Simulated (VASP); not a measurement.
# AlBiO4 (P6/mmm) in VASP: single point with PBE

Aim: the single point of AlBiO4 with PBE.

Everything below comes from runs of VASP 6.6.1. Logs are shortened: lines on timing, memory, paths and dates and some standing lists are left out, and cuts for length are marked.

## 1. The cell of the first run

The structure is hexagonal, space group P6/mmm (No. 191). Conventional cell: a = 4.618 Å, b = 4.618 Å, c = 5.448 Å, α = 90.00°, β = 90.00°, γ = 120.00°. Al (site symmetry 6/mmm) has 2 O at 1.32 Å within 1.8 Å. Bi (site symmetry 6/mmm) has 2 O at 1.40 Å within 1.9 Å. Within 1.8 Å of O (site symmetry 6mm) lie 1 Al at 1.32 Å and 1 Bi at 1.40 Å. Within 3.5 Å of O (site symmetry -6m2) lie 3 Al at 2.67 Å and 9 O at 2.67 to 2.98 Å.

The cell was generated, and may not be a known phase.

## 2. Single point, PBE

Contents of INCAR:

```
PREC = Accurate ; ENCUT = 1340
EDIFF = 1E-6 ; ISMEAR = 0
SIGMA = 0.1 ; LREAL = False
LASPH = True ; NELM = 120
ALGO = Normal ; ISIF = 2
LWAVE = False ; LCHARG = False
GGA = PE ; NBANDS = 30
GGA_COMPAT = False
```

Contents of KPOINTS:

```
Automatic mesh
0
Gamma
  6 6 4
```

Contents of POSCAR:

```
AlBiO4
1.0
    4.6176844600      0.0000000000      0.0000000000
   -2.3088422300      3.9990320500      0.0000000000
    0.0000000000      0.0000000000      5.4484303600
Al Bi O
1 1 4
Direct
    0.0000000000      0.0000000000      0.0000000000
    0.0000000000      0.0000000000      0.5000000000
    0.0000000000      0.0000000000      0.7568994000
    0.0000000000      0.0000000000      0.2431006000
    0.3333333300      0.6666666700      0.0000000000
    0.6666666700      0.3333333300      0.0000000000
```

Potentials or basis: VASP PAW PBE potentials, release 64 (Al, Bi_d, O_h).

On the command line:

```console
cat potpaw_PBE.64/Al/POTCAR potpaw_PBE.64/Bi_d/POTCAR potpaw_PBE.64/O_h/POTCAR > POTCAR
mpirun -np 1 vasp_std > vasp.out
```

OUTCAR:

```text
PREC = Accurate
   ENCUT = 1340
   EDIFF = 1E-6
   ISMEAR = 0
   LREAL = False
   LASPH = True
   NELM = 120
   ISIF = 2
   GGA = PE

 ion  position               nearest neighbor table
   1  0.000  0.000  0.000-   3 1.32   4 1.32   2 2.72   2 2.72
   2  0.000  0.000  0.500-   3 1.40   4 1.40   1 2.72   1 2.72
   3  0.000  0.000  0.757-   1 1.32   2 1.40
   4  0.000  0.000  0.243-   1 1.32   2 1.40
   5  0.333  0.667  0.000-
   6  0.667  0.333  0.000-

  LATTYP: Found a hexagonal cell.
 ALAT       =     4.6176844600
 C/A-ratio  =     1.1799052982

  Lattice vectors:

 A1 = (   4.6176844600,   0.0000000000,   0.0000000000)
 A2 = (  -2.3088422300,   3.9990320500,   0.0000000000)
 A3 = (   0.0000000000,   0.0000000000,   5.4484303600)

Analysis of symmetry for initial positions (statically):
=====================================================================
 Subroutine PRICEL returns:
 Original cell was already a primitive cell.

 Routine SETGRP: Setting up the symmetry group for a
 hexagonal supercell.

 Subroutine GETGRP returns: Found 24 space group operations
 (whereof 24 operations were pure point group operations)
 out of a pool of 24 trial point group operations.

The static configuration has the point symmetry D_6h.

Analysis of symmetry for dynamics (positions and initial velocities):
=====================================================================
 Subroutine PRICEL returns:
 Original cell was already a primitive cell.

 Routine SETGRP: Setting up the symmetry group for a
 hexagonal supercell.

 Subroutine GETGRP returns: Found 24 space group operations
 (whereof 24 operations were pure point group operations)
 out of a pool of 24 trial point group operations.

The dynamic configuration has the point symmetry D_6h.

 Subroutine INISYM returns: Found 24 space group operations
 (whereof 24 operations are pure point group operations),
 and found     1 'primitive' translations

----------------------------------------------------------------------------------------

                                     Primitive cell

  volume of cell :     100.6122

  direct lattice vectors                    reciprocal lattice vectors
     4.617684460  0.000000000  0.000000000     0.216558756  0.125030256  0.000000000
    -2.308842230  3.999032050  0.000000000     0.000000000  0.250060512  0.000000000
     0.000000000  0.000000000  5.448430360     0.000000000  0.000000000  0.183539099

  length of vectors
     4.617684460  4.617684461  5.448430360     0.250060512  0.250060512  0.183539099

  position of ions in fractional coordinates (direct lattice)
     0.000000000  0.000000000  0.000000000
     0.000000000  0.000000000  0.500000000
     0.000000000  0.000000000  0.756899400
     0.000000000  0.000000000  0.243100600
     0.333333330  0.666666670  0.000000000
     0.666666670  0.333333330  0.000000000

  ion indices of the primitive-cell ions
   primitive index   ion index
                 1           1
                 2           2
                 3           3
                 4           4
                 5           5
                 6           6

----------------------------------------------------------------------------------------

 KPOINTS: Automatic mesh

Automatic generation of k-mesh.
 Grid dimensions read from file:
 generate k-points for:    6    6    4

 Generating k-lattice:

  Cartesian coordinates                     Fractional coordinates (reciprocal lattice)
     0.036093126  0.020838376  0.000000000     0.166666667 -0.000000000  0.000000000
     0.000000000  0.041676752  0.000000000     0.000000000  0.166666667  0.000000000
     0.000000000  0.000000000  0.045884775     0.000000000  0.000000000  0.250000000

  Length of vectors
     0.041676752  0.041676752  0.045884775

  Shift w.r.t. Gamma in fractional coordinates (k-lattice)
     0.000000000  0.000000000  0.000000000

 Subroutine IBZKPT returns following result:
 ===========================================

 Found     21 irreducible k-points:

 Following reciprocal coordinates:
            Coordinates               Weight
  0.000000  0.000000  0.000000      1.000000
  0.166667  0.000000  0.000000      6.000000
  0.333333  0.000000  0.000000      6.000000
  0.500000  0.000000  0.000000      3.000000
  0.166667  0.166667  0.000000      6.000000
  0.333333  0.166667  0.000000     12.000000
[... 13 lines left out ...]
  0.333333  0.166667  0.500000     12.000000
  0.333333  0.333333  0.500000      2.000000
   k-points           NKPTS =     21   k-points in BZ     NKDIM =     21   number of bands    NBANDS=     30
   number of dos      NEDOS =    301   number of ions     NIONS =      6
   total plane-waves  NPLWV = 219520
   dimension x,y,z NGX =    56 NGY =   56 NGZ =   70
   dimension x,y,z NGXF=   112 NGYF=  112 NGZF=  140
   ions per type =               1   1   4
   NGX,Y,Z   is equivalent  to a cutoff of  20.16, 20.16, 21.36 a.u.
   NGXF,Y,Z  is equivalent  to a cutoff of  40.32, 40.32, 42.72 a.u.
 SYSTEM =  unknown system
   PREC   = accura    normal or accurate (medium, high low for compatibility)
   ISTART =      0    job   : 0-new  1-cont  2-samecut
   ICHARG =      2    charge: 1-file 2-atom 10-const
   ISPIN  =      1    spin polarized calculation?
   LNONCOLLINEAR =      F non collinear calculations
   LSORBIT =      F    spin-orbit coupling
   LASPH  =      T    aspherical Exc in radial PAW
   ENCUT  = 1340.0 eV  98.49 Ry    9.92 a.u.  13.78 13.78 16.26*2*pi/ulx,y,z
   NELM   =    120;   NELMIN=  2; NELMDL= -5     # of ELM steps
   EDIFF  = 0.1E-05   stopping-criterion for ELM
   LREAL  =      F    real-space projection
   EDIFFG = 0.1E-04   stopping-criterion for IOM
   NSW    =      0    number of steps for IOM
   IBRION =     -1    ionic relax: 0-MD 1-quasi-New 2-CG
   NFREE  =      0    steps in history (QN), initial steepest desc. (CG)
   ISIF   =      2    stress and relaxation
   ISYM   =      2    0-nonsym 1-usesym 2-fastsym
   POTIM  = 0.5000    time-step for ionic-motion
   TEBEG  =    0.0;   TEEND  =   0.0 temperature during run
   PSTRESS=    0.0 pullay stress
   NELECT =      42.0000    total number of electrons
   NUPDOWN=      -1.0000    fix difference up-down
   EMIN   =  10.00;   EMAX   =-10.00  energy-range for DOS
   EFERMI =   0.00;   METHOD = LEGACY
   ISMEAR =     0;   SIGMA  =   0.10  broadening in eV -4-tet -1-fermi 0-gaus
   EFERMI_NEDOS =   21; number of points for ismear=-14 and -15
   IALGO  =     38    algorithm
   IMIX   =      4    mixing-type and parameters
     AMIX     =   0.40;   BMIX     =  1.00
     AMIX_MAG =   1.60;   BMIX_MAG =  1.00
  volume/ion in A,a.u.               =      16.77       113.16
  Fermi-wavevector in a.u.,A,eV,Ry     =   1.223511  2.312100 20.367626  1.496978
  Thomas-Fermi vector in A             =   2.358619
   LORBIT       =      0    0 simple, 1 ext, 2 COOP (PROOUT), +10 PAW based schemes
   GGA     = PE    functional components
   LHFCALC =     F    Hartree Fock is set to
   AEXX    =    0.0000 exact exchange contribution
   IVDW    =     0    specifies the selected vdW correction
   LEPSILON=     F    determine dielectric tensor
   LRPA    =     F    only Hartree local field effects (RPA)
 non-spin polarized calculation
 Gauss-broadening in eV      SIGMA  =   0.10
  energy-cutoff  :     1340.00
  volume of cell :      100.61
 maximum number of plane-waves:     11264
 NGX is ok and might be reduce to    56
   NGX = 27   NGY = 27   NGZ = 33

 number of electron      41.9999999 magnetization

 Free energy of the ion-electron system (eV)
  ---------------------------------------------------
  ext. energy  EPLUGINS =         0.00000000
  ---------------------------------------------------
  free energy    TOTEN  =         3.18773609 eV

  energy without entropy =        3.22053110  energy(sigma->0) =        3.20413360

 E-fermi :   3.9790     XC(G=0):  -8.9923

 val. band max:        3.9770766389   @ k =   0.1667   0.1667   0.2500
 cond. band min:       3.9822018913   @ k =   0.3333   0.0000   0.2500
 fundamental gap:      0.0051252523
 Fermi energy:         3.9789711363

 k-point     1 :       0.0000    0.0000    0.0000
  band No.  band energies     occupation
      1     -31.6912      2.00000
      2     -24.0945      2.00000
      3     -24.0945      2.00000
      4     -22.6344      2.00000
      5     -22.6344      2.00000
      6     -21.5475      2.00000
[... 22 lines left out ...]
     29      12.1156      0.00000
     30      12.1156      0.00000

 k-point     2 :       0.1667    0.0000    0.0000
  band No.  band energies     occupation
      1     -31.6912      2.00000
      2     -24.0949      2.00000
      3     -24.0946      2.00000
      4     -22.6343      2.00000
      5     -22.6333      2.00000
      6     -21.5467      2.00000
[... 22 lines left out ...]
     29      11.5802      0.00000
     30      12.2314      0.00000

 k-point     3 :       0.3333    0.0000    0.0000
  band No.  band energies     occupation
      1     -31.6910      2.00000
      2     -24.0957      2.00000
      3     -24.0948      2.00000
      4     -22.6342      2.00000
      5     -22.6311      2.00000
      6     -21.5451      2.00000
[... 22 lines left out ...]
     29      12.2620      0.00000
     30      13.2265      0.00000

 k-point     4 :       0.5000    0.0000    0.0000
  band No.  band energies     occupation
      1     -31.6910      2.00000
      2     -24.0960      2.00000
      3     -24.0949      2.00000
      4     -22.6342      2.00000
      5     -22.6300      2.00000
      6     -21.5442      2.00000
[... 517 lines left out ...]
     29      12.1768      0.00000
     30      12.9267      0.00000

 k-point    20 :       0.3333    0.1667    0.5000
  band No.  band energies     occupation
      1     -31.6614      2.00000
      2     -24.0948      2.00000
      3     -24.0940      2.00000
      4     -22.6335      2.00000
      5     -22.6307      2.00000
      6     -21.9680      2.00000
[... 22 lines left out ...]
     29      12.7066      0.00000
     30      12.8867      0.00000

 k-point    21 :       0.3333    0.3333    0.5000
  band No.  band energies     occupation
      1     -31.6614      2.00000
      2     -24.0945      2.00000
      3     -24.0945      2.00000
      4     -22.6318      2.00000
      5     -22.6318      2.00000
      6     -21.9671      2.00000
[... 22 lines left out ...]
     29      11.7644      0.00000
     30      12.3839      0.00000

------------------------ aborting loop because EDIFF is reached ----------------------------------------

  FORCE on cell =-STRESS in cart. coord.  units (eV):
  Direction    XX          YY          ZZ          XY          YZ          ZX
  --------------------------------------------------------------------------------------
  -------------------------------------------------------------------------------------
  Total      -11.8700240    -11.8700240    228.4053330      0.0000000      0.0000000     -0.0000000
  in kB     -189.0216880   -189.0216881   3637.1924446      0.0000000      0.0000000     -0.0000000
  external PRESSURE =    1086.3830229 kB  Pullay stress =       0.0000000 kB

 VOLUME and BASIS-vectors are now :
 -----------------------------------------------------------------------------
  energy-cutoff  :     1340.00
  volume of cell :      100.61
      direct lattice vectors                 reciprocal lattice vectors
     4.617684460  0.000000000  0.000000000     0.216558756  0.125030256  0.000000000
    -2.308842230  3.999032050  0.000000000     0.000000000  0.250060512  0.000000000
     0.000000000  0.000000000  5.448430360     0.000000000  0.000000000  0.183539099

 POSITION                                       TOTAL-FORCE (eV/Angst)
 -----------------------------------------------------------------------------------
      0.00000      0.00000      0.00000        -0.000000      0.000000      0.000000
      0.00000      0.00000      2.72422        -0.000000      0.000000      0.000000
      0.00000      0.00000      4.12391        -0.000000     -0.000000     23.475919
      0.00000      0.00000      1.32452        -0.000000      0.000000    -23.475919
     -0.00000      2.66602      0.00000         0.000000     -0.000000      0.000000
      2.30884      1.33301      0.00000        -0.000000      0.000000      0.000000
 -----------------------------------------------------------------------------------
    total drift:                               -0.000000      0.000000      0.000000

  FREE ENERGIE OF THE ION-ELECTRON SYSTEM (eV)
  ---------------------------------------------------
  free  energy   TOTEN  =         3.1877360937 eV

  energy  without entropy=        3.2205310976  energy(sigma->0) =        3.20413360
```

Wall time 3.7 min (1 thread of Intel Xeon Platinum 8488C (Sapphire Rapids), shared host); peak memory 0.62 GiB.

Results:

```yaml
Free_energy: 3.1877 eV
Pressure: 108.6 GPa
Largest_force: 23.476 eV/Å
Band_gap_on_the_k_mesh: zero (bands 21 and 22 overlap by 0.64 eV)
```

Forces in eV/Å, atoms in the order of the input:
```
Al    0.000   0.000   0.000
Bi    0.000   0.000   0.000
O     0.000   0.000  23.476
O     0.000   0.000 -23.476
O     0.000   0.000   0.000
O     0.000   0.000   0.000
```

Levels at points of the mesh, in eV from the Fermi level:
```
           k point  band 17  band 18  band 19  band 20  band 21  band 22  band 23  band 24  band 25  band 26
(0.00, 0.00, 0.00)    -2.02    -1.51    -0.50    -0.50    -0.13     0.44     1.54     1.54     5.02     5.84
(0.50, 0.00, 0.00)    -2.30    -0.98    -0.84    -0.62    -0.47     0.13     0.89     2.78     5.49     6.54
(0.00, 0.00, 0.50)    -2.01    -1.82    -0.29    -0.29    -0.18     1.57     1.57     1.92     3.20     6.71
(0.50, 0.00, 0.50)    -2.12    -1.59    -0.78    -0.41    -0.05     0.13     0.95     3.27     5.71     6.64
```

Caveat: atoms lie so close that the PAW spheres overlap strongly, which falsifies energies and pressures; the stress differs along the axes, from -19 to 364 GPa; spin-orbit coupling is left out, which moves the levels of the heavy elements; forces of over 1 eV/Å act on the atoms, so gaps and moduli don't describe the material at rest.
